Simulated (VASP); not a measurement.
# Co (P6_3/mmc) in VASP: single point with r2SCAN

Aim: the single point of Co with r2SCAN.

Everything below comes from runs of VASP 6.6.1. Logs are shortened: lines on timing, memory, paths and dates and some standing lists are left out, and cuts for length are marked.

## 1. The cell of the first run

It takes space group P6_3/mmc (No. 194, hexagonal). The conventional cell has a = 2.516 Å, b = 2.516 Å, c = 4.107 Å, α = 90.00°, β = 90.00°, γ = 120.00°. Within 3.3 Å of Co (site symmetry -6m2) lie 12 Co at 2.52 Å.

## 2. Single point, r2SCAN, collinear spin, ferromagnetic start (11.25 Å³/atom)

Contents of POSCAR:

```
Co
1.0
    2.5155267753      0.0000000000      0.0000000000
   -1.2577633876      2.1785100913      0.0000000000
    0.0000000000      0.0000000000      4.1066453390
Co
2
Direct
    0.3333333333      0.6666666667      0.2500000000
    0.6666666667      0.3333333333      0.7500000000
```

Contents of INCAR.step1:

```
PREC = Accurate
ENCUT = 520
ISMEAR = 0
SIGMA = 0.1
LREAL = F
LASPH = T
NELM = 150
ISPIN = 2
MAGMOM = 2.07 2.07
LMAXMIX = 4
NBANDS = 20
GGA = PE
ALGO = Normal
EDIFF = 1E-4
LWAVE = T
LCHARG = F
```

Contents of INCAR.step2:

```
PREC = Accurate
ENCUT = 520
EDIFF = 1E-6
ISMEAR = 0
SIGMA = 0.1
LREAL = F
LASPH = T
NELM = 150
ALGO = Normal
ISIF = 2
LWAVE = F
LCHARG = F
ISPIN = 2
MAGMOM = 2.07 2.07
LORBIT = 11
LMAXMIX = 4
METAGGA = R2SCAN
LMIXTAU = T
NBANDS = 20
ISTART = 1
```

Contents of KPOINTS:

```
regular mesh
0
Gamma
  21 21 10
```

Potentials or basis: VASP PAW PBE potentials, release 64 (Co).

The run is started by

```
$ cat potpaw_PBE.64/Co/POTCAR > POTCAR
$ cp INCAR.step1 INCAR
$ mpirun -np 1 vasp_std > vasp.out
$ cp INCAR.step2 INCAR
$ mpirun -np 1 vasp_std > vasp.out
```

OUTCAR:

```text
PREC = Accurate
   ENCUT = 520
   EDIFF = 1E-6
   ISMEAR = 0
   LREAL = F
   LASPH = T
   NELM = 150
   ISIF = 2
   ISPIN = 2
   LORBIT = 11
   METAGGA = R2SCAN
   ISTART = 1

 ion  position               nearest neighbor table
   1  0.333  0.667  0.250-   2 2.52   2 2.52   2 2.52   2 2.52   2 2.52   2 2.52
   2  0.667  0.333  0.750-   1 2.52   1 2.52   1 2.52   1 2.52   1 2.52   1 2.52

  LATTYP: Found a hexagonal cell.
 ALAT       =     2.5155267753
 C/A-ratio  =     1.6325190331

  Lattice vectors:

 A1 = (   2.5155267753,   0.0000000000,   0.0000000000)
 A2 = (  -1.2577633876,   2.1785100913,   0.0000000000)
 A3 = (   0.0000000000,   0.0000000000,   4.1066453390)

Analysis of symmetry for initial positions (statically):
=====================================================================
 Subroutine PRICEL returns:
 Original cell was already a primitive cell.

 Routine SETGRP: Setting up the symmetry group for a
 hexagonal supercell.

 Subroutine GETGRP returns: Found 24 space group operations
 (whereof 12 operations were pure point group operations)
 out of a pool of 24 trial point group operations.

The static configuration has the point symmetry D_3d.
 The point group associated with its full space group is D_6h.

Analysis of symmetry for dynamics (positions and initial velocities):
=====================================================================
 Subroutine PRICEL returns:
 Original cell was already a primitive cell.

 Routine SETGRP: Setting up the symmetry group for a
 hexagonal supercell.

 Subroutine GETGRP returns: Found 24 space group operations
 (whereof 12 operations were pure point group operations)
 out of a pool of 24 trial point group operations.

The dynamic configuration has the point symmetry D_3d.
 The point group associated with its full space group is D_6h.

Analysis of structural, dynamic, and magnetic symmetry:
=====================================================================
 Subroutine PRICEL returns:
 Original cell was already a primitive cell.

 Routine SETGRP: Setting up the symmetry group for a
 hexagonal supercell.

 Subroutine GETGRP returns: Found 24 space group operations
 (whereof 12 operations were pure point group operations)
 out of a pool of 24 trial point group operations.

The overall configuration has the point symmetry D_3d.
 The point group associated with its full space group is D_6h.

 Subroutine INISYM returns: Found 24 space group operations
 (whereof 12 operations are pure point group operations),
 and found     1 'primitive' translations

----------------------------------------------------------------------------------------

                                     Primitive cell

  volume of cell :      22.5048

  direct lattice vectors                    reciprocal lattice vectors
     2.515526775  0.000000000  0.000000000     0.397531050  0.229514659  0.000000000
    -1.257763388  2.178510091  0.000000000     0.000000000  0.459029317  0.000000000
     0.000000000  0.000000000  4.106645339     0.000000000  0.000000000  0.243507758

  length of vectors
     2.515526775  2.515526775  4.106645339     0.459029317  0.459029317  0.243507758

  position of ions in fractional coordinates (direct lattice)
     0.333333333  0.666666667  0.250000000
     0.666666667  0.333333333  0.750000000

  ion indices of the primitive-cell ions
   primitive index   ion index
                 1           1
                 2           2

----------------------------------------------------------------------------------------

 KPOINTS: regular mesh

Automatic generation of k-mesh.
 Grid dimensions read from file:
 generate k-points for:   21   21   10

 Generating k-lattice:

  Cartesian coordinates                     Fractional coordinates (reciprocal lattice)
     0.018930050  0.010929269  0.000000000     0.047619048 -0.000000000  0.000000000
     0.000000000  0.021858539  0.000000000     0.000000000  0.047619048  0.000000000
     0.000000000  0.000000000  0.024350776     0.000000000  0.000000000  0.100000000

  Length of vectors
     0.021858539  0.021858539  0.024350776

  Shift w.r.t. Gamma in fractional coordinates (k-lattice)
     0.000000000  0.000000000  0.000000000

 Subroutine IBZKPT returns following result:
 ===========================================

 Found    288 irreducible k-points:

 Following reciprocal coordinates:
            Coordinates               Weight
  0.000000  0.000000  0.000000      1.000000
  0.047619 -0.000000  0.000000      6.000000
  0.095238 -0.000000  0.000000      6.000000
  0.142857  0.000000  0.000000      6.000000
  0.190476 -0.000000  0.000000      6.000000
  0.238095  0.000000  0.000000      6.000000
[... 16 lines left out ...]
  0.142857  0.095238  0.000000     12.000000
  0.190476  0.095238  0.000000     12.000000
 [... further k-points ...]
   k-points           NKPTS =    288   k-points in BZ     NKDIM =    288   number of bands    NBANDS=     20
   number of dos      NEDOS =    301   number of ions     NIONS =      2
   total plane-waves  NPLWV =  12800
   dimension x,y,z NGX =    20 NGY =   20 NGZ =   32
   dimension x,y,z NGXF=    40 NGYF=   40 NGZF=   64
   ions per type =               2
   NGX,Y,Z   is equivalent  to a cutoff of  13.22, 13.22, 12.95 a.u.
   NGXF,Y,Z  is equivalent  to a cutoff of  26.44, 26.44, 25.91 a.u.
 SYSTEM =  unknown system
   PREC   = accura    normal or accurate (medium, high low for compatibility)
   ISTART =      1    job   : 0-new  1-cont  2-samecut
   ICHARG =      0    charge: 1-file 2-atom 10-const
   ISPIN  =      2    spin polarized calculation?
   LNONCOLLINEAR =      F non collinear calculations
   LSORBIT =      F    spin-orbit coupling
   LASPH  =      T    aspherical Exc in radial PAW
   ENCUT  =  520.0 eV  38.22 Ry    6.18 a.u.   4.68  4.68  7.64*2*pi/ulx,y,z
   NELM   =    150;   NELMIN=  2; NELMDL=  0     # of ELM steps
   EDIFF  = 0.1E-05   stopping-criterion for ELM
   LREAL  =      F    real-space projection
   EDIFFG = 0.1E-04   stopping-criterion for IOM
   NSW    =      0    number of steps for IOM
   IBRION =     -1    ionic relax: 0-MD 1-quasi-New 2-CG
   NFREE  =      0    steps in history (QN), initial steepest desc. (CG)
   ISIF   =      2    stress and relaxation
   ISYM   =      2    0-nonsym 1-usesym 2-fastsym
   POTIM  = 0.5000    time-step for ionic-motion
   TEBEG  =    0.0;   TEEND  =   0.0 temperature during run
   PSTRESS=    0.0 pullay stress
   NELECT =      18.0000    total number of electrons
   NUPDOWN=      -1.0000    fix difference up-down
   EMIN   =  10.00;   EMAX   =-10.00  energy-range for DOS
   EFERMI =   0.00;   METHOD = LEGACY
   ISMEAR =     0;   SIGMA  =   0.10  broadening in eV -4-tet -1-fermi 0-gaus
   EFERMI_NEDOS =   21; number of points for ismear=-14 and -15
   IALGO  =     38    algorithm
   IMIX   =      4    mixing-type and parameters
     AMIX     =   0.40;   BMIX     =  1.00
     AMIX_MAG =   1.60;   BMIX_MAG =  1.00
  volume/ion in A,a.u.               =      11.25        75.94
  Fermi-wavevector in a.u.,A,eV,Ry     =   1.519639  2.871701 31.419970  2.309303
  Thomas-Fermi vector in A             =   2.628598
   LORBIT       =     11    0 simple, 1 ext, 2 COOP (PROOUT), +10 PAW based schemes
   METAGGA = R2SCAN    functional components
   LHFCALC =     F    Hartree Fock is set to
   AEXX    =    0.0000 exact exchange contribution
   IVDW    =     0    specifies the selected vdW correction
   LEPSILON=     F    determine dielectric tensor
   LRPA    =     F    only Hartree local field effects (RPA)
 spin polarized calculation
 Gauss-broadening in eV      SIGMA  =   0.10
  energy-cutoff  :      520.00
  volume of cell :       22.50
 maximum number of plane-waves:       618
 NGX is ok and might be reduce to    20
   NGX =  9   NGY =  9   NGZ = 15

 number of electron      18.0000002 magnetization       3.5420750

 Free energy of the ion-electron system (eV)
  ---------------------------------------------------
  ext. energy  EPLUGINS =         0.00000000
  ---------------------------------------------------
  free energy    TOTEN  =       -26.36781515 eV

  energy without entropy =      -26.35853390  energy(sigma->0) =      -26.36317453

 E-fermi :   9.8398     XC(G=0): -14.4342

 val. band max:        9.8357959058   @ k =   0.3333   0.1429   0.0000
 cond. band min:       9.8425962486   @ k =   0.1429   0.0476   0.0000
 fundamental gap:      0.0068003428
 Fermi energy:         9.8398347164

 spin component 1

 k-point     1 :       0.0000    0.0000    0.0000
  band No.  band energies     occupation
      1       0.6963      1.00000
      2       4.2193      1.00000
      3       6.4520      1.00000
      4       6.5096      1.00000
      5       6.5097      1.00000
      6       6.7833      1.00000
[... 12 lines left out ...]
     19      35.8671      0.00000
     20      35.8673      0.00000
[... 507 lines left out ...]
 k-point    24 :       0.1905    0.0952    0.0000
  band No.  band energies     occupation
      1       2.7609      1.00000
      2       5.0404      1.00000
      3       5.7093      1.00000
      4       5.7941      1.00000
      5       6.5292      1.00000
      6       6.5489      1.00000
[... 12 lines left out ...]
     19      34.9749      0.00000
     20      35.9006      0.00000

 [... further k-points ...]

 spin component 2

 k-point     1 :       0.0000    0.0000    0.0000
  band No.  band energies     occupation
      1       0.0918      1.00000
      2       5.3922      1.00000
      3       8.8737      1.00000
      4       8.9482      1.00000
      5       9.0130      1.00000
      6       9.0131      1.00000
[... 12 lines left out ...]
     19      36.5585      0.00000
     20      36.5586      0.00000
[... 507 lines left out ...]
 k-point    24 :       0.1905    0.0952    0.0000
  band No.  band energies     occupation
      1       2.2685      1.00000
      2       6.5777      1.00000
      3       7.3002      1.00000
      4       7.8671      1.00000
      5       8.8904      1.00000
      6       9.1295      1.00000
[... 12 lines left out ...]
     19      35.5935      0.00000
     20      36.8736      0.00000

 [... further k-points ...]

------------------------ aborting loop because EDIFF is reached ----------------------------------------

  FORCE on cell =-STRESS in cart. coord.  units (eV):
  Direction    XX          YY          ZZ          XY          YZ          ZX
  --------------------------------------------------------------------------------------
  -------------------------------------------------------------------------------------
  Total       -1.6451340     -1.6451340     -1.6860047     -0.0000000      0.0000000      0.0000000
  in kB     -117.1213690   -117.1213690   -120.0310630     -0.0000000      0.0000000      0.0000000
  external PRESSURE =    -118.0912670 kB  Pullay stress =       0.0000000 kB

 VOLUME and BASIS-vectors are now :
 -----------------------------------------------------------------------------
  energy-cutoff  :      520.00
  volume of cell :       22.50
      direct lattice vectors                 reciprocal lattice vectors
     2.515526775  0.000000000  0.000000000     0.397531050  0.229514659  0.000000000
    -1.257763388  2.178510091  0.000000000     0.000000000  0.459029317  0.000000000
     0.000000000  0.000000000  4.106645339     0.000000000  0.000000000  0.243507758

 POSITION                                       TOTAL-FORCE (eV/Angst)
 -----------------------------------------------------------------------------------
     -0.00000      1.45234      1.02666        -0.000000      0.000000      0.000000
      1.25776      0.72617      3.07998         0.000000     -0.000000      0.000000
 -----------------------------------------------------------------------------------
    total drift:                               -0.000000      0.000000     -0.000000

  FREE ENERGIE OF THE ION-ELECTRON SYSTEM (eV)
  ---------------------------------------------------
  free  energy   TOTEN  =       -26.3678151530 eV

  energy  without entropy=      -26.3585338993  energy(sigma->0) =      -26.36317453

 total charge

# of ion       s       p       d       tot
------------------------------------------
    1        0.496   0.529   7.200   8.224
    2        0.496   0.529   7.200   8.224
--------------------------------------------------
tot          0.991   1.059  14.399  16.449

 magnetization (x)

# of ion       s       p       d       tot
------------------------------------------
    1       -0.012  -0.083   1.943   1.848
    2       -0.012  -0.083   1.943   1.848
--------------------------------------------------
tot         -0.024  -0.167   3.885   3.695
```

Wall time 5.8 min (1 thread of AMD EPYC 9R45 (Zen 5), shared host); peak memory 0.26 GiB.

What came out:

| Quantity | Value |
| --- | --- |
| Free energy | -26.3678 eV |
| Pressure | -11.8 GPa |
| Net moment | 3.54 μB per cell |
| Site moments | Co +1.85 μB |
| Valence electrons inside the program's atomic spheres | Co 8.22 |

Caveat: the cell stands under tension; the PAW data sets were made with another functional, which shifts forces and pressure a little.
